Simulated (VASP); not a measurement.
# Pb15O16 (a cell with a defect): single point with PBE

System: Pb15O16 (a cell with a defect).

```
Pb O
1.0
     7.94880    0.00000    0.00000
     0.00000    7.94880    0.00000
     0.00000    0.00000   10.04400
Pb O
15 16
Direct
  0.00000 0.25000 0.62059
  0.00000 0.75000 0.11861
  0.00000 0.75000 0.61998
  0.50000 0.25000 0.11861
  0.50000 0.25000 0.61998
  0.50000 0.75000 0.12752
  0.50000 0.75000 0.61874
  0.24927 0.00073 0.37545
  0.24610 0.00390 0.88720
  0.24927 0.49927 0.37545
  0.24610 0.49610 0.88720
  0.75073 0.00073 0.37545
  0.75390 0.00390 0.88720
  0.75073 0.49927 0.37545
  0.75390 0.49610 0.88720
  0.00000 0.98081 0.99285
  0.00000 0.00116 0.49902
  0.00000 0.51919 0.99285
  0.00000 0.49884 0.49902
  0.50000 0.99222 0.00878
  0.50000 0.00069 0.49631
  0.50000 0.50778 0.00878
  0.50000 0.49931 0.49631
  0.26919 0.25000 0.99285
  0.24884 0.25000 0.49902
  0.25778 0.75000 0.00878
  0.24931 0.75000 0.49631
  0.73081 0.25000 0.99285
  0.75116 0.25000 0.49902
  0.74222 0.75000 0.00878
  0.75069 0.75000 0.49631
```

This cell differs from its parent crystal: atoms taken out, then relaxed in part.

| Property | Result |
| --- | --- |
| Program | VASP 6.6.1 |
| Task | single point |
| Functional | PBE |
| Potentials or basis | VASP PAW PBE potentials, release 64 (Pb_d, O) |
| Cutoff | 520 eV |
| k mesh | 3 × 3 × 2 |
| Occupations | fermi-dirac, width 0.01 eV |
| Spin | no spin polarisation |

```yaml
Largest_force: 0.079 eV/Å
```

Forces on the atoms (eV/Å):
```
Pb   0.000  0.000  0.053
Pb   0.000  0.000  0.051
Pb   0.000  0.000  0.033
Pb   0.000  0.000  0.051
Pb   0.000  0.000  0.033
Pb   0.000  0.000  0.079
Pb   0.000  0.000  0.037
Pb  -0.011  0.011 -0.056
Pb   0.023 -0.023 -0.022
Pb  -0.011 -0.011 -0.056
Pb   0.023  0.023 -0.022
Pb   0.011  0.011 -0.056
Pb  -0.023 -0.023 -0.022
Pb   0.011 -0.011 -0.056
Pb  -0.023  0.023 -0.022
O    0.000  0.014 -0.007
O    0.000  0.000  0.003
O    0.000 -0.014 -0.007
O    0.000  0.000  0.003
O    0.000  0.021 -0.018
O    0.000 -0.008  0.015
O    0.000 -0.021 -0.018
O    0.000  0.008  0.015
O   -0.014  0.000 -0.007
O    0.000  0.000  0.003
O   -0.021  0.000 -0.018
O    0.008  0.000  0.015
O    0.014  0.000 -0.007
O    0.000  0.000  0.003
O    0.021  0.000 -0.018
O   -0.008  0.000  0.015
```

Levels at points of the mesh, in eV from the Fermi level:
| k point | band 152 | band 153 | band 154 | band 155 | band 156 | band 157 |
| --- | --- | --- | --- | --- | --- | --- |
| (0.00, 0.00, 0.00) | -0.96 | -0.75 | -0.29 | 0.85 | 0.85 | 1.72 |
| (0.00, 0.00, 0.50) | -0.96 | -0.75 | -0.43 | 1.44 | 1.44 | 1.61 |

Wall time 20 min on 1 thread of Intel(R) Xeon(R) Platinum 8259CL CPU @ 2.50GHz (Skylake/Cascade Lake), on a shared host, peak memory 0.82 GiB.

Caveat: the cell carries a net charge on a neutralising background, which shifts energy and pressure; the cell differs from its parent crystal (atoms taken out, then relaxed in part); the cell is charged against a uniform background, so pressure and absolute levels hang on convention; spin-orbit coupling is left out, which moves the levels of the heavy elements.
